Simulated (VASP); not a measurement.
# RhN (CsCl type) (Pm-3m) in VASP: further runs

Runs on RhN (CsCl type). Level: LDA. Tasks: single point.

Everything below comes from runs of VASP 6.6.1. Logs are shortened: lines on timing, memory, paths and dates and some standing lists are left out, and cuts for length are marked.

## Step 1: The cell of the first run

The structure is cubic, space group Pm-3m (No. 221). The conventional cell has a = 2.334 Å, b = 2.334 Å, c = 2.334 Å, α = 90.00°, β = 90.00°, γ = 90.00°. Within 2.7 Å of Rh (site symmetry m-3m) lie 8 N at 2.02 Å and 6 Rh at 2.33 Å. N (site symmetry m-3m) has 8 Rh at 2.02 Å and 6 N at 2.33 Å within 2.7 Å.

## Step 2: Single point, LDA (volume scaled by 0.68)

INCAR

```
SYSTEM = RhN
PREC = Accurate ; ENCUT = 520
EDIFF = 1E-7 ; ISMEAR = -1
SIGMA = 0.1 ; LREAL = .False.
LASPH = .True. ; NELM = 100
ALGO = Normal ; ISIF = 2
LWAVE = .False. ; LCHARG = .False.
GGA = CA ; NBANDS = 17
```

KPOINTS

```
regular mesh
0
Gamma
  15 15 15
  0 0 0
```

POSCAR

```
RhN
1.0
    2.3343734417      0.0000000000      0.0000000000
    0.0000000000      2.3343734417      0.0000000000
    0.0000000000      0.0000000000      2.3343734417
Rh N
1 1
Direct
    0.0000000000      0.0000000000      0.0000000000
    0.5000000000      0.5000000000      0.5000000000
```

Potentials or basis: VASP PAW LDA potentials, release 64 (Rh_pv, N).

The run is started by

```
> cat potpaw_LDA.64/Rh_pv/POTCAR potpaw_LDA.64/N/POTCAR > POTCAR
> mpirun -np 1 vasp_std > vasp.out
```

OUTCAR:

```text
SYSTEM = RhN
   PREC = Accurate
   ENCUT = 520
   EDIFF = 1E-7
   ISMEAR = -1
   LREAL = .False.
   LASPH = .True.
   NELM = 100
   ISIF = 2
   GGA = CA

 ion  position               nearest neighbor table
   1  0.000  0.000  0.000-   2 2.02   2 2.02   2 2.02   2 2.02   2 2.02   2 2.02   2 2.02   2 2.02

   2  0.500  0.500  0.500-   1 2.02   1 2.02   1 2.02   1 2.02   1 2.02   1 2.02   1 2.02   1 2.02

  LATTYP: Found a simple cubic cell.
 ALAT       =     2.3343734417

  Lattice vectors:

 A1 = (   2.3343734417,   0.0000000000,   0.0000000000)
 A2 = (   0.0000000000,   2.3343734417,   0.0000000000)
 A3 = (   0.0000000000,   0.0000000000,   2.3343734417)

Analysis of symmetry for initial positions (statically):
=====================================================================
 Subroutine PRICEL returns:
 Original cell was already a primitive cell.

 Routine SETGRP: Setting up the symmetry group for a
 simple cubic supercell.

 Subroutine GETGRP returns: Found 48 space group operations
 (whereof 48 operations were pure point group operations)
 out of a pool of 48 trial point group operations.

The static configuration has the point symmetry O_h .

Analysis of symmetry for dynamics (positions and initial velocities):
=====================================================================
 Subroutine PRICEL returns:
 Original cell was already a primitive cell.

 Routine SETGRP: Setting up the symmetry group for a
 simple cubic supercell.

 Subroutine GETGRP returns: Found 48 space group operations
 (whereof 48 operations were pure point group operations)
 out of a pool of 48 trial point group operations.

The dynamic configuration has the point symmetry O_h .

 Subroutine INISYM returns: Found 48 space group operations
 (whereof 48 operations are pure point group operations),
 and found     1 'primitive' translations

----------------------------------------------------------------------------------------

                                     Primitive cell

  volume of cell :      12.7207

  direct lattice vectors                    reciprocal lattice vectors
     2.334373442  0.000000000  0.000000000     0.428380473  0.000000000  0.000000000
     0.000000000  2.334373442  0.000000000     0.000000000  0.428380473  0.000000000
     0.000000000  0.000000000  2.334373442     0.000000000  0.000000000  0.428380473

  length of vectors
     2.334373442  2.334373442  2.334373442     0.428380473  0.428380473  0.428380473

  position of ions in fractional coordinates (direct lattice)
     0.000000000  0.000000000  0.000000000
     0.500000000  0.500000000  0.500000000

  ion indices of the primitive-cell ions
   primitive index   ion index
                 1           1
                 2           2

----------------------------------------------------------------------------------------

 KPOINTS: regular mesh

Automatic generation of k-mesh.
 Grid dimensions read from file:
 generate k-points for:   15   15   15

 Generating k-lattice:

  Cartesian coordinates                     Fractional coordinates (reciprocal lattice)
     0.028558698  0.000000000  0.000000000     0.066666667  0.000000000  0.000000000
     0.000000000  0.028558698  0.000000000     0.000000000  0.066666667  0.000000000
     0.000000000  0.000000000  0.028558698     0.000000000  0.000000000  0.066666667

  Length of vectors
     0.028558698  0.028558698  0.028558698

  Shift w.r.t. Gamma in fractional coordinates (k-lattice)
     0.000000000  0.000000000  0.000000000

 Subroutine IBZKPT returns following result:
 ===========================================

 Found    120 irreducible k-points:

 Following reciprocal coordinates:
            Coordinates               Weight
  0.000000  0.000000  0.000000      1.000000
  0.066667  0.000000  0.000000      6.000000
  0.133333  0.000000  0.000000      6.000000
  0.200000  0.000000  0.000000      6.000000
  0.266667  0.000000  0.000000      6.000000
  0.333333  0.000000  0.000000      6.000000
[... 16 lines left out ...]
  0.266667  0.200000  0.000000     24.000000
  0.333333  0.200000  0.000000     24.000000
 [... further k-points ...]
   k-points           NKPTS =    120   k-points in BZ     NKDIM =    120   number of bands    NBANDS=     17
   number of dos      NEDOS =    301   number of ions     NIONS =      2
   total plane-waves  NPLWV =   5832
   dimension x,y,z NGX =    18 NGY =   18 NGZ =   18
   dimension x,y,z NGXF=    36 NGYF=   36 NGZF=   36
   ions per type =               1   1
   NGX,Y,Z   is equivalent  to a cutoff of  12.82, 12.82, 12.82 a.u.
   NGXF,Y,Z  is equivalent  to a cutoff of  25.64, 25.64, 25.64 a.u.
 SYSTEM =  RhN
   PREC   = accura    normal or accurate (medium, high low for compatibility)
   ISTART =      0    job   : 0-new  1-cont  2-samecut
   ICHARG =      2    charge: 1-file 2-atom 10-const
   ISPIN  =      1    spin polarized calculation?
   LNONCOLLINEAR =      F non collinear calculations
   LSORBIT =      F    spin-orbit coupling
   LASPH  =      T    aspherical Exc in radial PAW
   ENCUT  =  520.0 eV  38.22 Ry    6.18 a.u.   4.34  4.34  4.34*2*pi/ulx,y,z
   NELM   =    100;   NELMIN=  2; NELMDL= -5     # of ELM steps
   EDIFF  = 0.1E-06   stopping-criterion for ELM
   LREAL  =      F    real-space projection
   EDIFFG = 0.1E-05   stopping-criterion for IOM
   NSW    =      0    number of steps for IOM
   IBRION =     -1    ionic relax: 0-MD 1-quasi-New 2-CG
   NFREE  =      0    steps in history (QN), initial steepest desc. (CG)
   ISIF   =      2    stress and relaxation
   ISYM   =      2    0-nonsym 1-usesym 2-fastsym
   POTIM  = 0.5000    time-step for ionic-motion
   TEBEG  =    0.0;   TEEND  =   0.0 temperature during run
   PSTRESS=    0.0 pullay stress
   NELECT =      20.0000    total number of electrons
   NUPDOWN=      -1.0000    fix difference up-down
   EMIN   =  10.00;   EMAX   =-10.00  energy-range for DOS
   EFERMI =   0.00;   METHOD = LEGACY
   ISMEAR =    -1;   SIGMA  =   0.10  broadening in eV -4-tet -1-fermi 0-gaus
   EFERMI_NEDOS =   21; number of points for ismear=-14 and -15
   IALGO  =     38    algorithm
   IMIX   =      4    mixing-type and parameters
     AMIX     =   0.40;   BMIX     =  1.00
     AMIX_MAG =   1.60;   BMIX_MAG =  1.00
  volume/ion in A,a.u.               =       6.36        42.92
  Fermi-wavevector in a.u.,A,eV,Ry     =   1.903624  3.597328 49.304577  3.623784
  Thomas-Fermi vector in A             =   2.942012
   LORBIT       =      0    0 simple, 1 ext, 2 COOP (PROOUT), +10 PAW based schemes
   GGA     = CA    functional components
   LHFCALC =     F    Hartree Fock is set to
   AEXX    =    0.0000 exact exchange contribution
   IVDW    =     0    specifies the selected vdW correction
   LEPSILON=     F    determine dielectric tensor
   LRPA    =     F    only Hartree local field effects (RPA)
 non-spin polarized calculation
  energy-cutoff  :      520.00
  volume of cell :       12.72
 maximum number of plane-waves:       354
 NGX is ok and might be reduce to    18
   NGX =  9   NGY =  9   NGZ =  9

 number of electron      20.0000008 magnetization

 Free energy of the ion-electron system (eV)
  ---------------------------------------------------
  ext. energy  EPLUGINS =         0.00000000
  ---------------------------------------------------
  free energy    TOTEN  =       -11.42268635 eV

  energy without entropy =      -11.38576144  energy(sigma->0) =      -11.40422390

 E-fermi :  21.0444     XC(G=0): -17.0934

 val. band max:       21.0100621777   @ k =   0.1333   0.1333   0.0000
 cond. band min:      21.0483135438   @ k =   0.3333   0.3333   0.1333
 fundamental gap:      0.0382513661
 Fermi energy:        21.0444221788

 k-point     1 :       0.0000    0.0000    0.0000
  band No.  band energies     occupation
      1     -27.4432      2.00000
      2     -27.4432      2.00000
      3     -27.4432      2.00000
      4      -1.4709      2.00000
      5      10.5312      2.00000
      6      10.5312      2.00000
[... 9 lines left out ...]
     16      40.6266      0.00000
     17      47.5865      0.00000

 k-point     2 :       0.0667    0.0000    0.0000
  band No.  band energies     occupation
      1     -27.5257      2.00000
      2     -27.4356      2.00000
      3     -27.4356      2.00000
      4      -1.3404      2.00000
      5      10.5793      2.00000
      6      10.6004      2.00000
[... 9 lines left out ...]
     16      40.8300      0.00000
     17      47.6298      0.00000

 k-point     3 :       0.1333    0.0000    0.0000
  band No.  band energies     occupation
      1     -27.7554      2.00000
      2     -27.4141      2.00000
      3     -27.4141      2.00000
      4      -0.9625      2.00000
      5      10.6909      2.00000
      6      10.7178      2.00000
[... 9 lines left out ...]
     16      41.3631      0.00000
     17      46.7175      0.00000

 k-point     4 :       0.2000    0.0000    0.0000
  band No.  band energies     occupation
      1     -28.0845      2.00000
      2     -27.3823      2.00000
      3     -27.3823      2.00000
      4      -0.3736      2.00000
      5      10.4962      2.00000
      6      10.9297      2.00000
[... 9 lines left out ...]
     16      41.9101      0.00000
     17      44.9859      0.00000
[... 343 lines left out ...]
      1     -28.0438      2.00000
      2     -27.9676      2.00000
      3     -27.3241      2.00000
      4       0.4397      2.00000
      5      10.3711      2.00000
      6      11.4729      2.00000
[... 9 lines left out ...]
     16      40.5357      0.00000
     17      42.5717      0.00000

 k-point    23 :       0.2667    0.2000    0.0000
  band No.  band energies     occupation
      1     -28.3657      2.00000
      2     -27.9544      2.00000
      3     -27.2890      2.00000
      4       0.9501      2.00000
      5       9.8253      2.00000
      6      11.6636      2.00000
[... 9 lines left out ...]
     16      41.0690      0.00000
     17      41.6074      0.00000

 k-point    24 :       0.3333    0.2000    0.0000
  band No.  band energies     occupation
      1     -28.6936      2.00000
      2     -27.9109      2.00000
      3     -27.2552      2.00000
      4       1.4725      2.00000
      5       9.1596      2.00000
      6      11.8417      2.00000
[... 9 lines left out ...]
     16      39.7604      0.00000
     17      42.2430      0.00000

 [... further k-points ...]
[... 5 lines left out ...]
  --------------------------------------------------------------------------------------
  -------------------------------------------------------------------------------------
  Total       24.5994736     24.5994736     24.5994736     -0.0000000      0.0000000     -0.0000000
  in kB     3098.3137543   3098.3137543   3098.3137543     -0.0000000      0.0000000     -0.0000000
  external PRESSURE =    3098.3137543 kB  Pullay stress =       0.0000000 kB

 VOLUME and BASIS-vectors are now :
 -----------------------------------------------------------------------------
  energy-cutoff  :      520.00
  volume of cell :       12.72
      direct lattice vectors                 reciprocal lattice vectors
     2.334373442  0.000000000  0.000000000     0.428380473  0.000000000  0.000000000
     0.000000000  2.334373442  0.000000000     0.000000000  0.428380473  0.000000000
     0.000000000  0.000000000  2.334373442     0.000000000  0.000000000  0.428380473

 POSITION                                       TOTAL-FORCE (eV/Angst)
 -----------------------------------------------------------------------------------
      0.00000      0.00000      0.00000         0.000000      0.000000      0.000000
      1.16719      1.16719      1.16719         0.000000      0.000000      0.000000
 -----------------------------------------------------------------------------------
    total drift:                               -0.000000     -0.000000      0.000000

  FREE ENERGIE OF THE ION-ELECTRON SYSTEM (eV)
  ---------------------------------------------------
  free  energy   TOTEN  =       -11.4226863507 eV

  energy  without entropy=      -11.3857614430  energy(sigma->0) =      -11.40422390
```

Run time: 9.4 s. Hardware: 1 thread of Intel Xeon 6975P-C (Granite Rapids), shared host; peak memory 0.13 GiB.

Results:

```
Free energy            : -11.4227 eV
Pressure               : 309.8 GPa
Band gap on the k mesh : zero (band 10 reaches 25.14 eV, above the bottom of band 11 at 19.29 eV)
```

(Part 1 of 2 ends here.)
